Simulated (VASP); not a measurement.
# CdSe (NiAs type) (P6_3/mmc) in VASP: relaxation of cell and atoms with PBE

Aim: the relaxation of cell and atoms of CdSe (NiAs type) with PBE.

All numbers are computed with VASP 6.6.1; they aren't measurements. Logs are shortened: lines on timing, memory, paths and dates and some standing lists are left out, and cuts for length are marked.

### 1 The cell of the first run

Symmetry: P6_3/mmc, No. 194, hexagonal system. Conventional cell: a = 3.801 Å, b = 3.801 Å, c = 5.891 Å, α = 90.00°, β = 90.00°, γ = 120.00°. Cd (site symmetry -3m) has 6 Se at 2.64 Å and 2 Cd at 2.95 Å within 3.5 Å. Within 3.5 Å of Se (site symmetry -6m2) lie 6 Cd at 2.64 Å.

### 2 Relaxation of cell and atoms, PBE, target pressure 27 GPa, at which the enthalpy is minimised

INCAR

```
SYSTEM = CdSe
  ALGO = Normal
  EDIFF = 1E-7
  EDIFFG = -0.005
  ENCUT = 600
  GGA = PE
  IBRION = 2
  ISIF = 3
  ISMEAR = -1
  LASPH = .TRUE.
  LCHARG = .FALSE.
  LREAL = .FALSE.
  LWAVE = .FALSE.
  NELM = 80
  NSW = 60
  PREC = Accurate
  PSTRESS = 270.0
  SIGMA = 0.05
```

KPOINTS

```
k-points
0
G
  10 10 6
  0 0 0
```

POSCAR

```
CdSe
1.0
    3.8005818838      0.0000000000      0.0000000000
   -1.9002909419      3.2914004606      0.0000000000
    0.0000000000      0.0000000000      5.8909019200
Cd Se
2 2
Direct
    0.0000000000      0.0000000000      0.0000000000
    0.0000000000      0.0000000000      0.5000000000
    0.3333333333      0.6666666667      0.2500000000
    0.6666666667      0.3333333333      0.7500000000
```

Potentials or basis: VASP PAW PBE potentials, release 64 (Cd, Se).

Started as:

```sh
> cat potpaw_PBE.64/Cd/POTCAR potpaw_PBE.64/Se/POTCAR > POTCAR
> mpirun -np 1 vasp_std > vasp.out
```

OUTCAR:

```text
SYSTEM = CdSe
   EDIFF = 1E-7
   EDIFFG = -0.005
   ENCUT = 600
   GGA = PE
   IBRION = 2
   ISIF = 3
   ISMEAR = -1
   LASPH = .TRUE.
   LREAL = .FALSE.
   NELM = 80
   NSW = 60
   PREC = Accurate
   PSTRESS = 270.0

 ion  position               nearest neighbor table
   1  0.000  0.000  0.000-   3 2.64   4 2.64   4 2.64   3 2.64   4 2.64   3 2.64   2 2.95   2 2.95

   2  0.000  0.000  0.500-   3 2.64   4 2.64   4 2.64   3 2.64   4 2.64   3 2.64   1 2.95   1 2.95

   3  0.333  0.667  0.250-   1 2.64   2 2.64   1 2.64   2 2.64   1 2.64   2 2.64
   4  0.667  0.333  0.750-   1 2.64   2 2.64   1 2.64   2 2.64   1 2.64   2 2.64

  LATTYP: Found a hexagonal cell.
 ALAT       =     3.8005818838
 C/A-ratio  =     1.5500000000

  Lattice vectors:

 A1 = (   3.8005818838,   0.0000000000,   0.0000000000)
 A2 = (  -1.9002909419,   3.2914004606,   0.0000000000)
 A3 = (   0.0000000000,   0.0000000000,   5.8909019200)

Analysis of symmetry for initial positions (statically):
=====================================================================
 Subroutine PRICEL returns:
 Original cell was already a primitive cell.

 Routine SETGRP: Setting up the symmetry group for a
 hexagonal supercell.

 Subroutine GETGRP returns: Found 24 space group operations
 (whereof 12 operations were pure point group operations)
 out of a pool of 24 trial point group operations.

The static configuration has the point symmetry D_3d.
 The point group associated with its full space group is D_6h.

Analysis of symmetry for dynamics (positions and initial velocities):
=====================================================================
 Subroutine PRICEL returns:
 Original cell was already a primitive cell.

 Routine SETGRP: Setting up the symmetry group for a
 hexagonal supercell.

 Subroutine GETGRP returns: Found 24 space group operations
 (whereof 12 operations were pure point group operations)
 out of a pool of 24 trial point group operations.

The dynamic configuration has the point symmetry D_3d.
 The point group associated with its full space group is D_6h.

 Subroutine INISYM returns: Found 24 space group operations
 (whereof 12 operations are pure point group operations),
 and found     1 'primitive' translations

----------------------------------------------------------------------------------------

                                     Primitive cell

  volume of cell :      73.6907

  direct lattice vectors                    reciprocal lattice vectors
     3.800581884  0.000000000  0.000000000     0.263117604  0.151911020  0.000000000
    -1.900290942  3.291400461  0.000000000     0.000000000  0.303822039  0.000000000
     0.000000000  0.000000000  5.890901920     0.000000000  0.000000000  0.169753293

  length of vectors
     3.800581884  3.800581884  5.890901920     0.303822039  0.303822039  0.169753293

  position of ions in fractional coordinates (direct lattice)
     0.000000000  0.000000000  0.000000000
     0.000000000  0.000000000  0.500000000
     0.333333333  0.666666667  0.250000000
     0.666666667  0.333333333  0.750000000

  ion indices of the primitive-cell ions
   primitive index   ion index
                 1           1
                 2           2
                 3           3
                 4           4

----------------------------------------------------------------------------------------

 KPOINTS: k-points

Automatic generation of k-mesh.
 Grid dimensions read from file:
 generate k-points for:   10   10    6

 Generating k-lattice:

  Cartesian coordinates                     Fractional coordinates (reciprocal lattice)
     0.026311760  0.015191102  0.000000000     0.100000000 -0.000000000  0.000000000
     0.000000000  0.030382204  0.000000000     0.000000000  0.100000000  0.000000000
     0.000000000  0.000000000  0.028292216     0.000000000  0.000000000  0.166666667

  Length of vectors
     0.030382204  0.030382204  0.028292216

  Shift w.r.t. Gamma in fractional coordinates (k-lattice)
     0.000000000  0.000000000  0.000000000

 Subroutine IBZKPT returns following result:
 ===========================================

 Found     56 irreducible k-points:

 Following reciprocal coordinates:
            Coordinates               Weight
  0.000000  0.000000  0.000000      1.000000
  0.100000  0.000000  0.000000      6.000000
  0.200000  0.000000  0.000000      6.000000
  0.300000  0.000000  0.000000      6.000000
  0.400000  0.000000  0.000000      6.000000
  0.500000  0.000000  0.000000      3.000000
[... 16 lines left out ...]
  0.300000  0.100000  0.166667     24.000000
  0.400000  0.100000  0.166667     24.000000
 [... further k-points ...]
   k-points           NKPTS =     56   k-points in BZ     NKDIM =     56   number of bands    NBANDS=     22
   number of dos      NEDOS =    301   number of ions     NIONS =      4
   total plane-waves  NPLWV =  43200
   dimension x,y,z NGX =    30 NGY =   30 NGZ =   48
   dimension x,y,z NGXF=    60 NGYF=   60 NGZF=   96
   ions per type =               2   2
   NGX,Y,Z   is equivalent  to a cutoff of  13.12, 13.12, 13.55 a.u.
   NGXF,Y,Z  is equivalent  to a cutoff of  26.25, 26.25, 27.09 a.u.
 SYSTEM =  CdSe
   PREC   = accura    normal or accurate (medium, high low for compatibility)
   ISTART =      0    job   : 0-new  1-cont  2-samecut
   ICHARG =      2    charge: 1-file 2-atom 10-const
   ISPIN  =      1    spin polarized calculation?
   LNONCOLLINEAR =      F non collinear calculations
   LSORBIT =      F    spin-orbit coupling
   LASPH  =      T    aspherical Exc in radial PAW
   ENCUT  =  600.0 eV  44.10 Ry    6.64 a.u.   7.59  7.59 11.77*2*pi/ulx,y,z
   NELM   =     80;   NELMIN=  2; NELMDL= -5     # of ELM steps
   EDIFF  = 0.1E-06   stopping-criterion for ELM
   LREAL  =      F    real-space projection
   EDIFFG = -.5E-02   stopping-criterion for IOM
   NSW    =     60    number of steps for IOM
   IBRION =      2    ionic relax: 0-MD 1-quasi-New 2-CG
   NFREE  =      1    steps in history (QN), initial steepest desc. (CG)
   ISIF   =      3    stress and relaxation
   ISYM   =      2    0-nonsym 1-usesym 2-fastsym
   POTIM  = 0.5000    time-step for ionic-motion
   TEBEG  =    0.0;   TEEND  =   0.0 temperature during run
   PSTRESS=  270.0 pullay stress
   NELECT =      36.0000    total number of electrons
   NUPDOWN=      -1.0000    fix difference up-down
   EMIN   =  10.00;   EMAX   =-10.00  energy-range for DOS
   EFERMI =   0.00;   METHOD = LEGACY
   ISMEAR =    -1;   SIGMA  =   0.05  broadening in eV -4-tet -1-fermi 0-gaus
   EFERMI_NEDOS =   21; number of points for ismear=-14 and -15
   IALGO  =     38    algorithm
   IMIX   =      4    mixing-type and parameters
     AMIX     =   0.40;   BMIX     =  1.00
     AMIX_MAG =   1.60;   BMIX_MAG =  1.00
  volume/ion in A,a.u.               =      18.42       124.32
  Fermi-wavevector in a.u.,A,eV,Ry     =   1.289352  2.436522 22.618710  1.662428
  Thomas-Fermi vector in A             =   2.421250
   LORBIT       =      0    0 simple, 1 ext, 2 COOP (PROOUT), +10 PAW based schemes
   GGA     = PE    functional components
   LHFCALC =     F    Hartree Fock is set to
   AEXX    =    0.0000 exact exchange contribution
   IVDW    =     0    specifies the selected vdW correction
   LEPSILON=     F    determine dielectric tensor
   LRPA    =     F    only Hartree local field effects (RPA)
 conjugate gradient relaxation of ions
 non-spin polarized calculation
  energy-cutoff  :      600.00
  volume of cell :       73.69
 maximum number of plane-waves:      2490
   NGX = 15   NGY = 15   NGZ = 23

--------------------------------------- Ionic step        1  -------------------------------------------

 number of electron      36.0000007 magnetization

 Free energy of the ion-electron system (eV)
  ---------------------------------------------------
  ext. energy  EPLUGINS =         0.00000000
  ---------------------------------------------------
  free energy    TOTEN  =        -8.55702551 eV

  energy without entropy =       -8.55694597  energy(sigma->0) =       -8.55698574

------------------------ aborting loop because EDIFF is reached ----------------------------------------

  FORCE on cell =-STRESS in cart. coord.  units (eV):
  Direction    XX          YY          ZZ          XY          YZ          ZX
  --------------------------------------------------------------------------------------
  -------------------------------------------------------------------------------------
  Total       13.2157637     13.2157637     16.3626844      0.0000000      0.0000000     -0.0000000
  in kB      287.3361279    287.3361279    355.7562395      0.0000000      0.0000000     -0.0000000
  external PRESSURE =      40.1428318 kB  Pullay stress =     270.0000000 kB
[... 265 lines left out ...]
  enthalpy is  TOTEN    =         3.7383872085 eV   P V=       12.6414626458

--------------------------------------- Ionic step        8  -------------------------------------------

 number of electron      36.0000005 magnetization

 Free energy of the ion-electron system (eV)
  ---------------------------------------------------
  ext. energy  EPLUGINS =         0.00000000
  ---------------------------------------------------
  free energy    TOTEN  =        -8.88396782 eV

  energy without entropy =       -8.88150799  energy(sigma->0) =       -8.88273791

 E-fermi :   4.9149     XC(G=0): -11.1639

 val. band max:        4.9128246566   @ k =   0.3000   0.3000   0.0000
 cond. band min:       5.4211355700   @ k =   0.3000   0.3000   0.1667
 fundamental gap:      0.5083109133
 Fermi energy:         4.9149353465

 k-point     1 :       0.0000    0.0000    0.0000
  band No.  band energies     occupation
      1      -9.9923      2.00000
      2      -8.5592      2.00000
      3      -4.4206      2.00000
      4      -4.4206      2.00000
      5      -4.4034      2.00000
      6      -4.2570      2.00000
[... 574 lines left out ...]
      6      -4.2259      2.00000
[... 14 lines left out ...]
     21       8.8539      0.00000
     22      10.3864      0.00000

 [... further k-points ...]

------------------------ aborting loop because EDIFF is reached ----------------------------------------

  FORCE on cell =-STRESS in cart. coord.  units (eV):
  Direction    XX          YY          ZZ          XY          YZ          ZX
  --------------------------------------------------------------------------------------
  -------------------------------------------------------------------------------------
  Total       12.6284077     12.6284077     12.6246787     -0.0000000      0.0000000     -0.0000000
  in kB      270.1318262    270.1318263    270.0520604     -0.0000000      0.0000000     -0.0000000
  external PRESSURE =       0.1052376 kB  Pullay stress =     270.0000000 kB
[... 19 lines left out ...]
  FREE ENERGIE OF THE ION-ELECTRON SYSTEM (eV)
  ---------------------------------------------------
  free  energy   TOTEN  =        -8.8839678244 eV

  energy  without entropy=       -8.8815079877  energy(sigma->0) =       -8.88273791

  enthalpy is  TOTEN    =         3.7382771305 eV   P V=       12.6222449549

 reached required accuracy - stopping structural energy minimisation
```

Wall time 7.5 min (1 thread of AMD EPYC 7R13 (Zen 3), shared host); peak memory 0.25 GiB.

What came out:

```yaml
Free_energy: -8.8840 eV
Relaxed_volume: 18.73 Å³/atom
Relaxed_cell: a = 3.694 Å, b = 3.694 Å, c = 6.338 Å, α = 90.00°, β = 90.00°, γ = 120.00°
Space_group_after_relaxing_to_0.1_Å: P6_3/mmc (No. 194)
Energy_change_on_relaxing_the_run_minimises_the_enthalpy: -81.7 meV/atom
Ionic_steps: 8
Pressure_after_relaxing: 27.0 GPa
Band_gap_on_the_k_mesh: 0.06 eV (least direct gap 0.81 eV)
```

Step by step:
```
step  energy change (eV)  largest force (eV/Å)  pressure (GPa)  volume (Å³)
   1              0.0000                0.0000           31.01        73.69
   2             -0.8415                0.0000           19.77        78.69
   3             -0.4602                0.0000           25.05        76.13
   4             -0.4191                0.0000           25.94        75.57
   5             -0.3280                0.0000           27.03        74.91
   6             -0.3190                0.0000           27.13        74.85
   7             -0.3461                0.0000           26.74        75.01
   8             -0.3269                0.0000           27.01        74.90
```

Final structure:
```xyz
4
Lattice="3.6941 0.0000 0.0000 -1.8471 3.1992 0.0000 0.0000 0.0000 6.3376" Properties=species:S:1:pos:R:3 pbc="T T T"
Cd    0.0000    0.0000    6.3376
Cd    0.0000    0.0000    3.1688
Se    0.0000    2.1328    1.5844
Se    1.8471    1.0664    4.7532
```

Levels at points of the mesh, in eV from the valence-band top:
```tsv
k point	band 16	band 17	band 18	band 19	band 20	band 21
(0.00, 0.00, 0.00)	-1.11	0.00	0.00	0.81	2.89	6.13
(0.50, 0.00, 0.00)	-3.01	-2.42	-0.14	2.39	3.02	3.29
(0.00, 0.00, 0.50)	-0.52	-0.52	-0.52	3.29	3.29	6.62
(0.50, 0.00, 0.50)	-2.02	-1.80	-1.80	1.31	1.31	4.89
```

Caveat: the cell is relaxed towards a set pressure, so the run minimises the enthalpy, not the energy; the smearing spreads over this small gap; semilocal functionals underestimate gaps, and a narrow one can read as zero. A k mesh can miss the band edges.

The gap in the log of VASP goes by the Fermi energy; the results here count the filled bands.